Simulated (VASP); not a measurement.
A run of VASP 6.6.1 is set up as follows.

The input INCAR:

```
SYSTEM = MoS2
PREC = Accurate
ENCUT = 520
EDIFF = 1E-7
ISMEAR = 1
SIGMA = 0.13
LREAL = .FALSE.
LASPH = .TRUE.
NELM = 60
ALGO = Normal
ISIF = 2
LWAVE = .FALSE.
LCHARG = .FALSE.
GGA = PS
NBANDS = 20
```

Contents of KPOINTS:

```
regular mesh
0
G
  11 11 11
  0 0 0
```

POSCAR

```
MoS2
1.0
    1.5513964098      0.8956957715      6.0386632405
   -1.5513964098      0.8956957715      6.0386632405
    0.0000000000     -1.7914013619      6.0386632405
Mo S
1 2
Direct
    0.0000000000      0.0000000000      0.0000000000
    0.2500000000      0.2500000000      0.2500000000
    0.4170000000      0.4170000000      0.4170000000
```

Potentials or basis: VASP PAW PBE potentials, release 64 (Mo_sv, S).

The run is started by

```console
$ cat potpaw_PBE.64/Mo_sv/POTCAR potpaw_PBE.64/S/POTCAR > POTCAR
$ mpirun -np 1 vasp_std > vasp.out
```

Question: Predict the pressure.

Answer: 10.0 GPa.

Question: Estimate the band gap on the k mesh.

Answer: 0.85 eV (least direct gap 2.04 eV).

Stress tensor (GPa, compression positive):
```
 8.61  0.00  0.00
 0.00  8.61  0.00
 0.00  0.00 12.65
```

Caveat: the cell stands under pressure; the PAW data sets were made with another functional, which shifts forces and pressure a little; an odd mesh through Γ misses points on the zone boundary, where band edges can lie.
